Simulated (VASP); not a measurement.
I, 4 atoms in the cell. The structure is orthorhombic, space group Cmce (No. 64). The conventional cell has a = 8.916 Å, b = 4.610 Å, c = 9.827 Å, α = 90.00°, β = 90.00°, γ = 90.00°. I (site symmetry m) has 3 I at 2.81 to 3.41 Å within 3.7 Å. 

* Program: VASP 6.6.1
* Task: single point
* Functional: PBE
* Potentials or basis: VASP PAW PBE potentials, release 64 (I)
* Cutoff: 520 eV
* k mesh: 8 × 8 × 4
* Occupations: gaussian, width 0.02 eV
* Spin: no spin polarisation
* Dipole correction: no
* Further INCAR settings: ALGO = Normal; EDIFF = 1e-06; NBANDS = 22

Potentials or basis: VASP PAW PBE potentials, release 64 (I).

Launch:

```console
$ cat potpaw_PBE.64/I/POTCAR > POTCAR
$ mpirun -np 1 vasp_std > vasp.out
```

Hardware: 1 thread of Intel(R) Xeon(R) Platinum 8488C (Sapphire Rapids) (shared host).

Question: Estimate the wall time of this run.

Answer: It took 3.2 min on 1 thread of Intel(R) Xeon(R) Platinum 8488C (Sapphire Rapids), on a shared host, peak memory 0.47 GiB. Counts: scf iterations 13, k points 63.
